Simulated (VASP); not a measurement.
Wanted: the native input for a VASP 6.6.1 run.

* Task: single point
* Functional: PBE
* Potentials or basis: VASP PAW PBE potentials, release 64 (Te, O)
* Cutoff: 520 eV
* k mesh: 6 × 6 × 2
* Occupations: gaussian, width 0.1 eV
* Spin: no spin polarisation
* Dipole correction: no
* Further INCAR settings: ALGO = Normal; EDIFF = 1e-06; NBANDS = 27

The structure of TeO5 lies in POSCAR:

```
TeO5
1.0
    3.0096964443      0.0000000000      0.0000000000
    0.0000000000      3.0096964443      0.0000000000
    0.0000000000      0.0000000000     10.6456061630
Te O
1 5
Direct
    0.5000000000      0.5000000000      0.0000000000
    0.5000000000      0.5000000000      0.4427100990
    0.5000000000      0.5000000000      0.5572899010
    0.0000000000      0.0000000000      0.1139816132
    0.0000000000      0.0000000000      0.8860183868
    0.0000000000      0.0000000000      0.5000000000
```

The cell was generated, and may not be a known phase.

These files were run (other wordings do the same):

INCAR

```
ALGO = Normal
EDIFF = 1E-6
ENCUT = 520
GGA = PE
ISIF = 2
ISMEAR = 0
LASPH = True
LCHARG = True
LELF = True
LREAL = False
LVHAR = True
LWAVE = False
NBANDS = 27
NELM = 60
PREC = Accurate
SIGMA = 0.1
```

KPOINTS

```
k-points
0
Gamma
  6 6 2
```

Potentials or basis: VASP PAW PBE potentials, release 64 (Te, O).

The run is started by

```bash
$ cat potpaw_PBE.64/Te/POTCAR potpaw_PBE.64/O/POTCAR > POTCAR
$ mpirun -np 1 vasp_std > vasp.out
```

Results of the run:

```json
{
  "Pressure": "0.5 GPa",
  "Largest force": "1.184 eV/Å",
  "Band gap on the k mesh": "zero (bands 18 and 19 overlap by 0.17 eV)"
}
```

Caveat: the standard files for N, O and F lose accuracy on very short bonds; spin-orbit coupling is left out, which moves the levels of the heavy elements; this functional lacks dispersion, which binds layers or chains, so the pressure and a relaxed spacing across them are unreliable; forces of over 1 eV/Å act on the atoms, so gaps and moduli don't describe the material at rest.

Run time: 44 s on 1 thread of Intel(R) Xeon(R) 6975P-C (Granite Rapids) (shared host), peak memory 0.22 GiB.
